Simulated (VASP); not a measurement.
# WS2 (P6_3/mmc) in VASP: notebook

The runs below take WS2 through single point, with LDA.

Program: VASP 6.6.1. These are calculated values, not measurements. Logs are shortened: lines on timing, memory, paths and dates and some standing lists are left out, and cuts for length are marked.

## Step 1: The cell of the first run

The structure is hexagonal, space group P6_3/mmc (No. 194). The conventional cell has a = 3.127 Å, b = 3.127 Å, c = 12.152 Å, α = 90.00°, β = 90.00°, γ = 120.00°. Within 3.2 Å of W (site symmetry -6m2) lie 6 S at 2.39 Å and 6 W at 3.13 Å. S (site symmetry 3m) has 3 W at 2.39 Å and 7 S at 3.12 to 3.13 Å within 3.2 Å.

## Step 2: Single point, LDA

Input file INCAR:

```
SYSTEM = WS2
PREC     = Accurate       ! precision mode
ENCUT    = 520            ! plane-wave cutoff, eV
EDIFF    = 1E-6           ! SCF threshold, eV
ISMEAR   = 0              ! smearing method
SIGMA    = 0.05           ! smearing width, eV
LREAL    = .FALSE.        ! projectors in reciprocal space
LASPH    = .TRUE.         ! aspherical terms in the spheres
NELM     = 100            ! most SCF steps
ALGO     = Normal         ! electronic algorithm
ISIF     = 2              ! what is computed and relaxed
LWAVE    = .FALSE.        ! write WAVECAR
LCHARG   = .FALSE.        ! write CHGCAR
NBANDS   = 35             ! bands
```

Input file KPOINTS:

```
Automatic mesh
0
G
  12 12 4
  0 0 0
```

Input file POSCAR:

```
WS2
1.0
    3.1265905160      0.0000000000      0.0000000000
   -1.5632952580      2.7077068141      0.0000000000
    0.0000000000      0.0000000000     12.1520250223
W S
2 4
Direct
    0.3333333333      0.6666666667      0.2500000000
    0.6666666667      0.3333333333      0.7500000000
    0.3333333333      0.6666666667      0.6214323947
    0.6666666667      0.3333333333      0.1214323947
    0.3333333333      0.6666666667      0.8785676053
    0.6666666667      0.3333333333      0.3785676053
```

Potentials or basis: VASP PAW LDA potentials, release 64 (W_sv, S).

Run with:

```
cat potpaw_LDA.64/W_sv/POTCAR potpaw_LDA.64/S/POTCAR > POTCAR
mpirun -np 1 vasp_std > vasp.out
```

OUTCAR:

```text
SYSTEM = WS2
   PREC = Accurate
   ENCUT = 520
   EDIFF = 1E-6
   ISMEAR = 0
   LREAL = .FALSE.
   LASPH = .TRUE.
   NELM = 100
   ISIF = 2

 ion  position               nearest neighbor table
   1  0.333  0.667  0.250-   4 2.39   6 2.39   4 2.39   6 2.39   4 2.39   6 2.39
   2  0.667  0.333  0.750-   3 2.39   5 2.39   3 2.39   5 2.39   3 2.39   5 2.39
   3  0.333  0.667  0.621-   2 2.39   2 2.39   2 2.39
   4  0.667  0.333  0.121-   1 2.39   1 2.39   1 2.39
   5  0.333  0.667  0.879-   2 2.39   2 2.39   2 2.39
   6  0.667  0.333  0.379-   1 2.39   1 2.39   1 2.39

  LATTYP: Found a hexagonal cell.
 ALAT       =     3.1265905160
 C/A-ratio  =     3.8866698278

  Lattice vectors:

 A1 = (   3.1265905160,   0.0000000000,   0.0000000000)
 A2 = (  -1.5632952580,   2.7077068141,   0.0000000000)
 A3 = (   0.0000000000,   0.0000000000,  12.1520250223)

Analysis of symmetry for initial positions (statically):
=====================================================================
 Subroutine PRICEL returns:
 Original cell was already a primitive cell.

 Routine SETGRP: Setting up the symmetry group for a
 hexagonal supercell.

 Subroutine GETGRP returns: Found 24 space group operations
 (whereof 12 operations were pure point group operations)
 out of a pool of 24 trial point group operations.

The static configuration has the point symmetry D_3d.
 The point group associated with its full space group is D_6h.

Analysis of symmetry for dynamics (positions and initial velocities):
=====================================================================
 Subroutine PRICEL returns:
 Original cell was already a primitive cell.

 Routine SETGRP: Setting up the symmetry group for a
 hexagonal supercell.

 Subroutine GETGRP returns: Found 24 space group operations
 (whereof 12 operations were pure point group operations)
 out of a pool of 24 trial point group operations.

The dynamic configuration has the point symmetry D_3d.
 The point group associated with its full space group is D_6h.

 Subroutine INISYM returns: Found 24 space group operations
 (whereof 12 operations are pure point group operations),
 and found     1 'primitive' translations

----------------------------------------------------------------------------------------

                                     Primitive cell

[... 93 lines left out ...]
   LNONCOLLINEAR =      F non collinear calculations
   LSORBIT =      F    spin-orbit coupling
   LASPH  =      T    aspherical Exc in radial PAW
   ENCUT  =  520.0 eV  38.22 Ry    6.18 a.u.   5.81  5.81 22.59*2*pi/ulx,y,z
   NELM   =    100;   NELMIN=  2; NELMDL= -5     # of ELM steps
   EDIFF  = 0.1E-05   stopping-criterion for ELM
   LREAL  =      F    real-space projection
   EDIFFG = 0.1E-04   stopping-criterion for IOM
   NSW    =      0    number of steps for IOM
   IBRION =     -1    ionic relax: 0-MD 1-quasi-New 2-CG
   NFREE  =      0    steps in history (QN), initial steepest desc. (CG)
   ISIF   =      2    stress and relaxation
   ISYM   =      2    0-nonsym 1-usesym 2-fastsym
   POTIM  = 0.5000    time-step for ionic-motion
   TEBEG  =    0.0;   TEEND  =   0.0 temperature during run
   PSTRESS=    0.0 pullay stress
   NELECT =      52.0000    total number of electrons
   NUPDOWN=      -1.0000    fix difference up-down
   EMIN   =  10.00;   EMAX   =-10.00  energy-range for DOS
   EFERMI =   0.00;   METHOD = LEGACY
   ISMEAR =     0;   SIGMA  =   0.05  broadening in eV -4-tet -1-fermi 0-gaus
   EFERMI_NEDOS =   21; number of points for ismear=-14 and -15
   IALGO  =     38    algorithm
   IMIX   =      4    mixing-type and parameters
     AMIX     =   0.40;   BMIX     =  1.00
     AMIX_MAG =   1.60;   BMIX_MAG =  1.00
  volume/ion in A,a.u.               =      17.15       115.71
  Fermi-wavevector in a.u.,A,eV,Ry     =   1.304074  2.464342 23.138184  1.700609
  Thomas-Fermi vector in A             =   2.435034
   LORBIT       =      0    0 simple, 1 ext, 2 COOP (PROOUT), +10 PAW based schemes
   GGA     = CA    functional components
   LHFCALC =     F    Hartree Fock is set to
   AEXX    =    0.0000 exact exchange contribution
   IVDW    =     0    specifies the selected vdW correction
   LEPSILON=     F    determine dielectric tensor
   LRPA    =     F    only Hartree local field effects (RPA)
 non-spin polarized calculation
 Gauss-broadening in eV      SIGMA  =   0.05
  energy-cutoff  :      520.00
  volume of cell :      102.88
 maximum number of plane-waves:      2792
 NGX is ok and might be reduce to    24
   NGX = 11   NGY = 11   NGZ = 45

 number of electron      51.9999994 magnetization

 Free energy of the ion-electron system (eV)
  ---------------------------------------------------
  ext. energy  EPLUGINS =         0.00000000
  ---------------------------------------------------
  free energy    TOTEN  =       -52.52602150 eV

  energy without entropy =      -52.52602150  energy(sigma->0) =      -52.52602150

 E-fermi :   8.1110     XC(G=0): -11.4248

 val. band max:        7.7870090517   @ k =   0.0000   0.0000   0.0000
 cond. band min:       8.6360333950   @ k =   0.1667   0.1667   0.0000
 fundamental gap:      0.8490243433
 Fermi energy:         8.1109612112

 k-point     1 :       0.0000    0.0000    0.0000
  band No.  band energies     occupation
      1     -66.3650      2.00000
      2     -66.3650      2.00000
      3     -30.9274      2.00000
      4     -30.9274      2.00000
      5     -30.7066      2.00000
      6     -30.7066      2.00000
[... 901 lines left out ...]
     34      11.8990      0.00000
     35      13.5455      0.00000

 [... further k-points ...]
[... 5 lines left out ...]
  --------------------------------------------------------------------------------------
  -------------------------------------------------------------------------------------
  Total        0.2686416      0.2686416      0.2505165      0.0000000     -0.0000000      0.0000000
  in kB        4.1837192      4.1837192      3.9014455      0.0000000     -0.0000000      0.0000000
  external PRESSURE =       4.0896279 kB  Pullay stress =       0.0000000 kB

 VOLUME and BASIS-vectors are now :
 -----------------------------------------------------------------------------
  energy-cutoff  :      520.00
  volume of cell :      102.88
      direct lattice vectors                 reciprocal lattice vectors
     3.126590516  0.000000000  0.000000000     0.319837214  0.184658102  0.000000000
    -1.563295258  2.707706814  0.000000000     0.000000000  0.369316203  0.000000000
     0.000000000  0.000000000 12.152025022     0.000000000  0.000000000  0.082290811

 POSITION                                       TOTAL-FORCE (eV/Angst)
 -----------------------------------------------------------------------------------
     -0.00000      1.80514      3.03801         0.000000     -0.000000      0.000000
      1.56330      0.90257      9.11402        -0.000000      0.000000      0.000000
     -0.00000      1.80514      7.55166         0.000000     -0.000000     -0.041582
      1.56330      0.90257      1.47565        -0.000000     -0.000000     -0.041582
     -0.00000      1.80514     10.67638         0.000000      0.000000      0.041582
      1.56330      0.90257      4.60036        -0.000000      0.000000      0.041582
 -----------------------------------------------------------------------------------
    total drift:                               -0.000000      0.000000     -0.000000

  FREE ENERGIE OF THE ION-ELECTRON SYSTEM (eV)
  ---------------------------------------------------
  free  energy   TOTEN  =       -52.5260214990 eV

  energy  without entropy=      -52.5260214990  energy(sigma->0) =      -52.52602150
```

OSZICAR:

```text
N       E                     dE             d eps       ncg     rms          rms(c)
DAV:   1     0.509429964743E+03    0.50943E+03   -0.28487E+04  4350   0.149E+03
DAV:   2    -0.230948077674E+02   -0.53252E+03   -0.51403E+03  4633   0.414E+02
DAV:   3    -0.544076432393E+02   -0.31313E+02   -0.30816E+02  4941   0.962E+01
DAV:   4    -0.551317852114E+02   -0.72414E+00   -0.72064E+00  4821   0.153E+01
DAV:   5    -0.551460395290E+02   -0.14254E-01   -0.14243E-01  4843   0.226E+00    0.405E+01
DAV:   6    -0.529228080415E+02    0.22232E+01   -0.72741E+00  4547   0.181E+01    0.169E+01
DAV:   7    -0.526872503122E+02    0.23556E+00   -0.25712E+00  4301   0.827E+00    0.681E+00
DAV:   8    -0.525287465983E+02    0.15850E+00   -0.40632E-01  4498   0.438E+00    0.204E+00
DAV:   9    -0.525291841383E+02   -0.43754E-03   -0.53076E-02  4785   0.114E+00    0.108E+00
DAV:  10    -0.525263844877E+02    0.27997E-02   -0.22688E-02  4738   0.975E-01    0.362E-01
DAV:  11    -0.525260602588E+02    0.32423E-03   -0.32655E-03  4351   0.353E-01    0.181E-01
DAV:  12    -0.525260288993E+02    0.31360E-04   -0.12290E-04  4555   0.688E-02    0.855E-02
DAV:  13    -0.525260228108E+02    0.60885E-05   -0.30262E-05  4606   0.338E-02    0.430E-02
DAV:  14    -0.525260223396E+02    0.47126E-06   -0.13161E-05  4191   0.222E-02    0.272E-02
DAV:  15    -0.525260214990E+02    0.84062E-06   -0.16400E-06  2620   0.926E-03
   1 F= -.52526021E+02 E0= -.52526021E+02  d E =-.287845E-22
```

Wall time 1.7 min (1 thread of Intel Xeon Platinum 8488C (Sapphire Rapids), shared host); peak memory 0.28 GiB.

Results:

```
Free energy            : -52.5260 eV
Pressure               : 0.4 GPa
Largest force          : 0.042 eV/Å
Band gap on the k mesh : 0.85 eV (least direct gap 1.89 eV)
```

Forces on the atoms (eV/Å):
```
W    0.000  0.000  0.000
W    0.000  0.000  0.000
S    0.000  0.000 -0.042
S    0.000  0.000 -0.042
S    0.000  0.000  0.042
S    0.000  0.000  0.042
```

Caveat: spin-orbit coupling is left out, which moves the levels of the heavy elements.

## Step 3: Single point, LDA (atoms shifted along a free coordinate)

Input file INCAR:

```
PREC     = Accurate       # precision mode
ENCUT    = 520            # plane-wave cutoff, eV
EDIFF    = 1E-7           # SCF threshold, eV
ISMEAR   = 0              # smearing method
SIGMA    = 0.05           # smearing width, eV
LREAL    = False          # projectors in reciprocal space
LASPH    = True           # aspherical terms in the spheres
NELM     = 80             # most SCF steps
ALGO     = Normal         # electronic algorithm
ISIF     = 2              # what is computed and relaxed
LWAVE    = False          # write WAVECAR
LCHARG   = False          # write CHGCAR
NBANDS   = 35             # bands
```

Input file KPOINTS:

```
regular mesh
0
Gamma
  12 12 4
```

Input file POSCAR:

```
WS2
1.0
    3.1541676745      0.0000000000      0.0000000000
   -1.5770838372      2.7315893339      0.0000000000
    0.0000000000      0.0000000000     12.2592083320
W S
2 4
Direct
    0.3333333333      0.6666666667      0.2500000000
    0.6666666667      0.3333333333      0.7500000000
    0.3333333333      0.6666666667      0.6145775701
    0.6666666667      0.3333333333      0.1145775701
    0.3333333333      0.6666666667      0.8854224299
    0.6666666667      0.3333333333      0.3854224299
```

Potentials or basis: VASP PAW LDA potentials, release 64 (W_sv, S).

Run with:

```
cat potpaw_LDA.64/W_sv/POTCAR potpaw_LDA.64/S/POTCAR > POTCAR
mpirun -np 1 vasp_std > vasp.out
```

OUTCAR:

```text
PREC = Accurate
   ENCUT = 520
   EDIFF = 1E-7
   ISMEAR = 0
   LREAL = False
   LASPH = True
   NELM = 80
   ISIF = 2

 ion  position               nearest neighbor table
   1  0.333  0.667  0.250-   4 2.46   6 2.46   4 2.46   6 2.46   4 2.46   6 2.46
   2  0.667  0.333  0.750-   3 2.46   5 2.46   3 2.46   5 2.46   3 2.46   5 2.46
   3  0.333  0.667  0.615-   2 2.46   2 2.46   2 2.46
   4  0.667  0.333  0.115-   1 2.46   1 2.46   1 2.46
   5  0.333  0.667  0.885-   2 2.46   2 2.46   2 2.46
   6  0.667  0.333  0.385-   1 2.46   1 2.46   1 2.46

  LATTYP: Found a hexagonal cell.
 ALAT       =     3.1541676745
 C/A-ratio  =     3.8866698277

  Lattice vectors:

 A1 = (   3.1541676745,   0.0000000000,   0.0000000000)
 A2 = (  -1.5770838372,   2.7315893339,   0.0000000000)
 A3 = (   0.0000000000,   0.0000000000,  12.2592083320)

Analysis of symmetry for initial positions (statically):
=====================================================================
 Subroutine PRICEL returns:
 Original cell was already a primitive cell.

 Routine SETGRP: Setting up the symmetry group for a
 hexagonal supercell.
[... 174 lines left out ...]
  free energy    TOTEN  =       -52.09382246 eV

  energy without entropy =      -52.09382246  energy(sigma->0) =      -52.09382246

 E-fermi :   7.4415     XC(G=0): -11.3872

 val. band max:        7.2203570094   @ k =   0.0000   0.0000   0.0000
 cond. band min:       8.0137490104   @ k =   0.1667   0.1667   0.0000
 fundamental gap:      0.7933920010
 Fermi energy:         7.4415031641

 k-point     1 :       0.0000    0.0000    0.0000
  band No.  band energies     occupation
      1     -66.8089      2.00000
      2     -66.8089      2.00000
      3     -31.2990      2.00000
      4     -31.2989      2.00000
      5     -31.0889      2.00000
      6     -31.0889      2.00000
[... 901 lines left out ...]
     34      11.1487      0.00000
     35      12.8033      0.00000

 [... further k-points ...]
[... 5 lines left out ...]
  --------------------------------------------------------------------------------------
  -------------------------------------------------------------------------------------
  Total       -5.7348056     -5.7348056    -12.2189571     -0.0000000     -0.0000000      0.0000000
  in kB      -86.9894681    -86.9894681   -185.3455283     -0.0000000     -0.0000000      0.0000000
  external PRESSURE =    -119.7748215 kB  Pullay stress =       0.0000000 kB

 VOLUME and BASIS-vectors are now :
 -----------------------------------------------------------------------------
  energy-cutoff  :      520.00
  volume of cell :      105.62
      direct lattice vectors                 reciprocal lattice vectors
     3.154167675  0.000000000  0.000000000     0.317040850  0.183043620  0.000000000
    -1.577083837  2.731589334  0.000000000     0.000000000  0.366087240  0.000000000
     0.000000000  0.000000000 12.259208332     0.000000000  0.000000000  0.081571336

 POSITION                                       TOTAL-FORCE (eV/Angst)
 -----------------------------------------------------------------------------------
     -0.00000      1.82106      3.06480         0.000000     -0.000000     -0.000000
      1.57708      0.91053      9.19441        -0.000000      0.000000     -0.000000
     -0.00000      1.82106      7.53423        -0.000000      0.000000      1.906821
      1.57708      0.91053      1.40463         0.000000     -0.000000      1.906821
     -0.00000      1.82106     10.85458         0.000000      0.000000     -1.906821
      1.57708      0.91053      4.72497        -0.000000     -0.000000     -1.906821
 -----------------------------------------------------------------------------------
    total drift:                               -0.000000      0.000000     -0.000000

  FREE ENERGIE OF THE ION-ELECTRON SYSTEM (eV)
  ---------------------------------------------------
  free  energy   TOTEN  =       -52.0938224559 eV

  energy  without entropy=      -52.0938224559  energy(sigma->0) =      -52.09382246
```

OSZICAR:

```text
N       E                     dE             d eps       ncg     rms          rms(c)
DAV:   1     0.500475816419E+03    0.50048E+03   -0.28372E+04  4342   0.149E+03
DAV:   2    -0.221427458316E+02   -0.52262E+03   -0.50474E+03  4566   0.409E+02
DAV:   3    -0.541820204875E+02   -0.32039E+02   -0.31436E+02  4961   0.956E+01
DAV:   4    -0.549567101917E+02   -0.77469E+00   -0.77124E+00  4846   0.155E+01
DAV:   5    -0.549715865744E+02   -0.14876E-01   -0.14867E-01  4843   0.226E+00    0.344E+01
DAV:   6    -0.526712666835E+02    0.23003E+01   -0.88240E+00  4558   0.198E+01    0.145E+01
DAV:   7    -0.524100331338E+02    0.26123E+00   -0.44040E+00  4325   0.108E+01    0.672E+00
DAV:   8    -0.520945893239E+02    0.31544E+00   -0.64776E-01  4436   0.555E+00    0.217E+00
DAV:   9    -0.520984617122E+02   -0.38724E-02   -0.91069E-02  4737   0.146E+00    0.110E+00
DAV:  10    -0.520942403209E+02    0.42214E-02   -0.26332E-02  4482   0.112E+00    0.417E-01
DAV:  11    -0.520939381332E+02    0.30219E-03   -0.30998E-03  4459   0.367E-01    0.212E-01
DAV:  12    -0.520938278543E+02    0.11028E-03   -0.17368E-04  4681   0.829E-02    0.817E-02
DAV:  13    -0.520938253387E+02    0.25157E-05   -0.84927E-05  4601   0.562E-02    0.494E-02
DAV:  14    -0.520938230966E+02    0.22421E-05   -0.67027E-06  4578   0.174E-02    0.187E-02
DAV:  15    -0.520938226605E+02    0.43609E-06   -0.66966E-07  4661   0.481E-03    0.119E-02
DAV:  16    -0.520938224553E+02    0.20519E-06   -0.51753E-07  4074   0.449E-03    0.169E-03
DAV:  17    -0.520938224559E+02   -0.58390E-09   -0.23354E-08  2301   0.982E-04
   1 F= -.52093822E+02 E0= -.52093822E+02  d E =-.156386E-12
```

It took 2.1 min on 1 thread of Intel Xeon Platinum 8488C (Sapphire Rapids), shared host; peak memory 0.29 GiB.

What came out:

```
Free energy            : -52.0938 eV
Pressure               : -12.0 GPa
Largest force          : 1.907 eV/Å
Band gap on the k mesh : 0.79 eV (least direct gap 1.90 eV)
```

Forces in eV/Å, atoms in the order of the input:
```
W    0.000  0.000  0.000
W    0.000  0.000  0.000
S    0.000  0.000  1.907
S    0.000  0.000  1.907
S    0.000  0.000 -1.907
S    0.000  0.000 -1.907
```

Stress tensor (GPa, compression positive):
```
 -8.70   0.00   0.00
  0.00  -8.70   0.00
  0.00   0.00 -18.53
```

Levels at points of the mesh, in eV from the valence-band top:
```tsv
k point	band 23	band 24	band 25	band 26	band 27	band 28	band 29	band 30
(0.00, 0.00, 0.00)	-1.56	-1.38	-1.15	0.00	2.26	2.26	2.45	2.45
(0.50, 0.00, 0.00)	-1.54	-1.52	-1.32	-1.19	2.48	2.57	2.62	2.95
(0.00, 0.00, 0.50)	-1.60	-1.60	-0.27	-0.27	2.35	2.35	2.35	2.35
(0.50, 0.00, 0.50)	-1.40	-1.40	-1.36	-1.36	2.59	2.59	2.80	2.80
```

Caveat: the cell differs from its parent crystal (atoms shifted along a free coordinate); the stress differs along the axes, from -19 to -9 GPa; spin-orbit coupling is left out, which moves the levels of the heavy elements; forces of over 1 eV/Å act on the atoms, so gaps and moduli don't describe the material at rest. A k mesh can miss the band edges.

[end of part 1 of 2]
